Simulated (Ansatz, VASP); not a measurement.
## Two plane-wave programs on PtS2

```xyz
3
Lattice="3.3660 0.0000 0.0000 -1.6830 3.0685 0.0000 0.0000 0.0000 5.0388" Properties=species:S:1:pos:R:3 pbc="T T T"
Pt    0.0000    0.0000    0.0000
S     0.0000    2.0457    1.2597
S     1.6830    1.0228    3.7791
```

Change from the starting cell: strain -0.0500 x Voigt [1, 0, 0, 0, 0, 0], atoms carried along.

Alike in both runs: task single point; functional PBE; k mesh 12 × 12 × 8; occupations gaussian, width 0.05 eV; no spin polarisation.

|  | VASP | Ansatz |
| --- | --- | --- |
| version | VASP 6.6.1 | Ansatz 0.2.0 |
| potentials or method | VASP PAW PBE potentials, release 64 (Pt, S), cutoff 520 eV | scalar-relativistic, plane waves, PAW |
| valence electrons in the cell | 22 | 30 |

```csv
,VASP,Ansatz,Ansatz less VASP
gap on the k mesh at the Fermi level (eV),0.48,0.47,-0.008
least direct gap on the mesh (eV),0.88,0.86,-0.012
pressure (GPa),11.5,12.0,+0.52
"traceless stress, the component that is largest in VASP (GPa)",7.54,7.63,+0.089
rms of the force components (eV/Å),0.212,0.228,+0.0160
```

Atom by atom the forces differ by 0.022 eV/Å (rms over components). The functional is the same, so the differences come from potentials, cutoffs and numerics. VASP's potentials hold 22 valence electrons a cell and Ansatz's 30, so a difference there can come from the potentials and not from the codes.

Spin-orbit coupling is off throughout.
